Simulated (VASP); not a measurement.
# LiRh (P-6m2) in VASP: a series of runs

LiRh is run at these levels: LDA; tasks: single point.

All numbers are computed with VASP 6.6.1; they aren't measurements. Logs are shortened: lines on timing, memory, paths and dates and some standing lists are left out, and cuts for length are marked.

## (1) The cell of the first run

It takes space group P-6m2 (No. 187, hexagonal). The conventional cell has a = 2.652 Å, b = 2.652 Å, c = 4.327 Å, α = 90.00°, β = 90.00°, γ = 120.00°. Within 3.5 Å of Li (site symmetry -6m2) lie 6 Rh at 2.65 Å and 6 Li at 2.65 Å. Rh (site symmetry -6m2) has 6 Li at 2.65 Å and 6 Rh at 2.65 Å within 3.5 Å.

## (2) Single point, LDA

Contents of INCAR:

```
  PREC = Accurate
  ENCUT = 520
  EDIFF = 1E-7
  ISMEAR = -1
  SIGMA = 0.1
  LREAL = False
  LASPH = True
  NELM = 80
  ALGO = Normal
  ISIF = 2
  LWAVE = False
  LCHARG = True
  GGA = CA
  LELF = True
  LVHAR = True
  NBANDS = 16
```

Contents of KPOINTS:

```
Automatic mesh
0
Gamma
  12 12 7
```

Contents of POSCAR:

```
LiRh
1.0
    2.6523000000      0.0000000000      0.0000000000
   -1.3261500000      2.2969600000      0.0000000000
    0.0000000000      0.0000000000      4.3266040000
Li Rh
1 1
Direct
    0.0000000000      0.0000000000      0.5000000000
    0.6666666667      0.3333333333      0.0000000000
```

Potentials or basis: VASP PAW LDA potentials, release 64 (Li_sv, Rh_pv).

On the command line:

```
$ cat potpaw_LDA.64/Li_sv/POTCAR potpaw_LDA.64/Rh_pv/POTCAR > POTCAR
$ mpirun -np 1 vasp_std > vasp.out
```

OUTCAR:

```text
PREC = Accurate
   ENCUT = 520
   EDIFF = 1E-7
   ISMEAR = -1
   LREAL = False
   LASPH = True
   NELM = 80
   ISIF = 2
   GGA = CA

 ion  position               nearest neighbor table
   1  0.000  0.000  0.500-   2 2.65   2 2.65   2 2.65   2 2.65   2 2.65   2 2.65
   2  0.667  0.333  0.000-   1 2.65   1 2.65   1 2.65   1 2.65   1 2.65   1 2.65

  LATTYP: Found a hexagonal cell.
 ALAT       =     2.6523000000
 C/A-ratio  =     1.6312649399

  Lattice vectors:

 A1 = (   2.6523000000,   0.0000000000,   0.0000000000)
 A2 = (  -1.3261500000,   2.2969600000,   0.0000000000)
 A3 = (   0.0000000000,   0.0000000000,   4.3266040000)

Analysis of symmetry for initial positions (statically):
=====================================================================
 Subroutine PRICEL returns:
 Original cell was already a primitive cell.

 Routine SETGRP: Setting up the symmetry group for a
 hexagonal supercell.

 Subroutine GETGRP returns: Found 12 space group operations
 (whereof 12 operations were pure point group operations)
 out of a pool of 24 trial point group operations.

The static configuration has the point symmetry D_3h.

Analysis of symmetry for dynamics (positions and initial velocities):
=====================================================================
 Subroutine PRICEL returns:
 Original cell was already a primitive cell.

 Routine SETGRP: Setting up the symmetry group for a
 hexagonal supercell.

 Subroutine GETGRP returns: Found 12 space group operations
 (whereof 12 operations were pure point group operations)
 out of a pool of 24 trial point group operations.

The dynamic configuration has the point symmetry D_3h.

 Subroutine INISYM returns: Found 12 space group operations
 (whereof 12 operations are pure point group operations),
 and found     1 'primitive' translations

----------------------------------------------------------------------------------------

                                     Primitive cell

  volume of cell :      26.3587

  direct lattice vectors                    reciprocal lattice vectors
     2.652300000  0.000000000  0.000000000     0.377031256  0.217679019  0.000000000
    -1.326150000  2.296960000  0.000000000     0.000000000  0.435358038  0.000000000
     0.000000000  0.000000000  4.326604000     0.000000000  0.000000000  0.231128155

  length of vectors
     2.652300000  2.652300711  4.326604000     0.435358155  0.435358038  0.231128155

  position of ions in fractional coordinates (direct lattice)
     0.000000000  0.000000000  0.500000000
     0.666666667  0.333333333  0.000000000

  ion indices of the primitive-cell ions
   primitive index   ion index
                 1           1
                 2           2

----------------------------------------------------------------------------------------

 KPOINTS: Automatic mesh

Automatic generation of k-mesh.
 Grid dimensions read from file:
 generate k-points for:   12   12    7

 Generating k-lattice:

  Cartesian coordinates                     Fractional coordinates (reciprocal lattice)
     0.031419271  0.018139918  0.000000000     0.083333333  0.000000000  0.000000000
     0.000000000  0.036279837  0.000000000     0.000000000  0.083333333  0.000000000
     0.000000000  0.000000000  0.033018308     0.000000000  0.000000000  0.142857143

  Length of vectors
     0.036279846  0.036279837  0.033018308

  Shift w.r.t. Gamma in fractional coordinates (k-lattice)
     0.000000000  0.000000000  0.000000000

 Subroutine IBZKPT returns following result:
 ===========================================

 Found     76 irreducible k-points:

 Following reciprocal coordinates:
            Coordinates               Weight
  0.000000  0.000000  0.000000      1.000000
  0.083333  0.000000  0.000000      6.000000
  0.166667  0.000000  0.000000      6.000000
  0.250000  0.000000  0.000000      6.000000
  0.333333  0.000000  0.000000      6.000000
  0.416667  0.000000  0.000000      6.000000
[... 16 lines left out ...]
  0.250000  0.000000  0.142857     12.000000
  0.333333  0.000000  0.142857     12.000000
 [... further k-points ...]
   k-points           NKPTS =     76   k-points in BZ     NKDIM =     76   number of bands    NBANDS=     16
   number of dos      NEDOS =    301   number of ions     NIONS =      2
   total plane-waves  NPLWV =  12800
   dimension x,y,z NGX =    20 NGY =   20 NGZ =   32
   dimension x,y,z NGXF=    40 NGYF=   40 NGZF=   64
   ions per type =               1   1
   NGX,Y,Z   is equivalent  to a cutoff of  12.54, 12.54, 12.30 a.u.
   NGXF,Y,Z  is equivalent  to a cutoff of  25.07, 25.07, 24.59 a.u.
 SYSTEM =  unknown system
   PREC   = accura    normal or accurate (medium, high low for compatibility)
   ISTART =      0    job   : 0-new  1-cont  2-samecut
   ICHARG =      2    charge: 1-file 2-atom 10-const
   ISPIN  =      1    spin polarized calculation?
   LNONCOLLINEAR =      F non collinear calculations
   LSORBIT =      F    spin-orbit coupling
   LASPH  =      T    aspherical Exc in radial PAW
   ENCUT  =  520.0 eV  38.22 Ry    6.18 a.u.   4.93  4.93  8.04*2*pi/ulx,y,z
   NELM   =     80;   NELMIN=  2; NELMDL= -5     # of ELM steps
   EDIFF  = 0.1E-06   stopping-criterion for ELM
   LREAL  =      F    real-space projection
   EDIFFG = 0.1E-05   stopping-criterion for IOM
   NSW    =      0    number of steps for IOM
   IBRION =     -1    ionic relax: 0-MD 1-quasi-New 2-CG
   NFREE  =      0    steps in history (QN), initial steepest desc. (CG)
   ISIF   =      2    stress and relaxation
   ISYM   =      2    0-nonsym 1-usesym 2-fastsym
   POTIM  = 0.5000    time-step for ionic-motion
   TEBEG  =    0.0;   TEEND  =   0.0 temperature during run
   PSTRESS=    0.0 pullay stress
   NELECT =      18.0000    total number of electrons
   NUPDOWN=      -1.0000    fix difference up-down
   EMIN   =  10.00;   EMAX   =-10.00  energy-range for DOS
   EFERMI =   0.00;   METHOD = LEGACY
   ISMEAR =    -1;   SIGMA  =   0.10  broadening in eV -4-tet -1-fermi 0-gaus
   EFERMI_NEDOS =   21; number of points for ismear=-14 and -15
   IALGO  =     38    algorithm
   IMIX   =      4    mixing-type and parameters
     AMIX     =   0.40;   BMIX     =  1.00
     AMIX_MAG =   1.60;   BMIX_MAG =  1.00
  volume/ion in A,a.u.               =      13.18        88.94
  Fermi-wavevector in a.u.,A,eV,Ry     =   1.441644  2.724311 28.277484  2.078336
  Thomas-Fermi vector in A             =   2.560253
   LORBIT       =      0    0 simple, 1 ext, 2 COOP (PROOUT), +10 PAW based schemes
   GGA     = CA    functional components
   LHFCALC =     F    Hartree Fock is set to
   AEXX    =    0.0000 exact exchange contribution
   IVDW    =     0    specifies the selected vdW correction
   LEPSILON=     F    determine dielectric tensor
   LRPA    =     F    only Hartree local field effects (RPA)
 non-spin polarized calculation
  energy-cutoff  :      520.00
  volume of cell :       26.36
 maximum number of plane-waves:       744
 NGX is ok and might be reduce to    20
   NGX =  9   NGY =  9   NGZ = 17

 number of electron      18.0000011 magnetization

 Free energy of the ion-electron system (eV)
  ---------------------------------------------------
  ext. energy  EPLUGINS =         0.00000000
  ---------------------------------------------------
  free energy    TOTEN  =       -11.08604606 eV

  energy without entropy =      -11.04429920  energy(sigma->0) =      -11.06517263

 E-fermi :   6.5213     XC(G=0): -11.5768

 val. band max:        6.4042338503   @ k =   0.2500   0.0000   0.0000
 cond. band min:       6.5370023056   @ k =   0.1667   0.0000   0.4286
 fundamental gap:      0.1327684553
 Fermi energy:         6.5212669335

 k-point     1 :       0.0000    0.0000    0.0000
  band No.  band energies     occupation
      1     -39.0365      2.00000
      2     -39.0365      2.00000
      3     -38.9737      2.00000
      4     -37.7454      2.00000
      5       0.5218      2.00000
      6       2.9166      2.00000
[... 8 lines left out ...]
     15      24.6461      0.00000
     16      27.5739      0.00000

 k-point     2 :       0.0833    0.0000    0.0000
  band No.  band energies     occupation
      1     -39.0818      2.00000
      2     -39.0471      2.00000
      3     -38.9674      2.00000
      4     -37.7408      2.00000
      5       0.7746      2.00000
      6       3.0120      2.00000
[... 8 lines left out ...]
     15      24.5916      0.00000
     16      27.6722      0.00000

 k-point     3 :       0.1667    0.0000    0.0000
  band No.  band energies     occupation
      1     -39.2045      2.00000
      2     -39.0761      2.00000
      3     -38.9502      2.00000
      4     -37.7281      2.00000
      5       1.4350      2.00000
      6       3.2405      2.00000
[... 8 lines left out ...]
     15      25.2977      0.00000
     16      26.0290      0.00000

 k-point     4 :       0.2500    0.0000    0.0000
  band No.  band energies     occupation
      1     -39.3694      2.00000
      2     -39.1155      2.00000
      3     -38.9266      2.00000
      4     -37.7109      2.00000
      5       2.0235      2.00000
      6       3.3952      2.00000
[... 8 lines left out ...]
     15      23.6777      0.00000
     16      25.4886      0.00000
[... 324 lines left out ...]
 k-point    22 :       0.1667    0.0000    0.1429
  band No.  band energies     occupation
      1     -39.2043      2.00000
      2     -39.0761      2.00000
      3     -38.9529      2.00000
      4     -37.7254      2.00000
      5       1.4934      2.00000
      6       3.3119      2.00000
[... 8 lines left out ...]
     15      24.9254      0.00000
     16      25.8134      0.00000

 k-point    23 :       0.2500    0.0000    0.1429
  band No.  band energies     occupation
      1     -39.3691      2.00000
      2     -39.1155      2.00000
      3     -38.9286      2.00000
      4     -37.7092      2.00000
      5       2.0630      2.00000
      6       3.4358      2.00000
[... 8 lines left out ...]
     15      23.3383      0.00000
     16      25.2879      0.00000

 k-point    24 :       0.3333    0.0000    0.1429
  band No.  band energies     occupation
      1     -39.5312      2.00000
      2     -39.1547      2.00000
      3     -38.9041      2.00000
      4     -37.6931      2.00000
      5       1.9521      2.00000
      6       3.3328      2.00000
[... 8 lines left out ...]
     15      21.2088      0.00000
     16      24.0491      0.00000

 [... further k-points ...]

------------------------ aborting loop because EDIFF is reached ----------------------------------------

  FORCE on cell =-STRESS in cart. coord.  units (eV):
  Direction    XX          YY          ZZ          XY          YZ          ZX
  --------------------------------------------------------------------------------------
  -------------------------------------------------------------------------------------
  Total       -1.3065226     -1.3065235     -0.6411145     -0.0000000     -0.0000000      0.0000000
  in kB      -79.4153164    -79.4153732    -38.9693318     -0.0000000     -0.0000000      0.0000000
  external PRESSURE =     -65.9333405 kB  Pullay stress =       0.0000000 kB

 VOLUME and BASIS-vectors are now :
 -----------------------------------------------------------------------------
  energy-cutoff  :      520.00
  volume of cell :       26.36
      direct lattice vectors                 reciprocal lattice vectors
     2.652300000  0.000000000  0.000000000     0.377031256  0.217679019  0.000000000
    -1.326150000  2.296960000  0.000000000     0.000000000  0.435358038  0.000000000
     0.000000000  0.000000000  4.326604000     0.000000000  0.000000000  0.231128155

 POSITION                                       TOTAL-FORCE (eV/Angst)
 -----------------------------------------------------------------------------------
      0.00000      0.00000      2.16330        -0.000000     -0.000000      0.000000
      1.32615      0.76565      0.00000         0.000000      0.000000      0.000000
 -----------------------------------------------------------------------------------
    total drift:                               -0.000000      0.000000      0.000000

  FREE ENERGIE OF THE ION-ELECTRON SYSTEM (eV)
  ---------------------------------------------------
  free  energy   TOTEN  =       -11.0860460610 eV

  energy  without entropy=      -11.0442992044  energy(sigma->0) =      -11.06517263
```

Wall time 22 s (1 thread of AMD EPYC 7R13 (Zen 3), shared host); peak memory 0.12 GiB.

Results:

```
Free energy            : -11.0860 eV
Band gap on the k mesh : zero (band 9 reaches 7.97 eV, above the bottom of band 10 at 6.34 eV)
```

Caveat: the cutoff is under 1.25 times the usual one of these potentials, so pressure, stress and relaxed cells hold a basis-set (Pulay) error.

(Continued in part 2 of 2.)
